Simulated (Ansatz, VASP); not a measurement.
## One calculation of Y, two programs

```xyz
4
Lattice="3.6439 0.0000 0.0000 -1.8220 3.1557 0.0000 0.0000 0.0000 11.6899" Properties=species:S:1:pos:R:3 pbc="T T T"
Y     3.6439    0.0000   11.6899
Y     1.8220    3.1557    5.8449
Y     0.0000    2.1038    2.9225
Y     1.8220    1.0519    8.7674
```

Alike in both runs: functional revPBE; k mesh 10 × 10 × 3; occupations fermi-dirac, width 0.1 eV; no spin polarisation.

Ansatz relaxed the structure, and its values are those at the end. VASP's run is a single point on that final structure, the one shown.

|  | VASP | Ansatz |
| --- | --- | --- |
| version | VASP 6.6.1 | Ansatz 0.2.0 |
| potentials or method | VASP PAW PBE potentials, release 64 (Y_sv), cutoff 520 eV | plane waves (420 eV) with PAW, scalar-relativistic |
| valence electrons in the cell | 44 | 44 |

|  | VASP | Ansatz | Ansatz less VASP |
| --- | --- | --- | --- |
| pressure (GPa) | -0.1 | 0.0 | +0.10 |

VASP's potentials were made for PBE, not for revPBE.
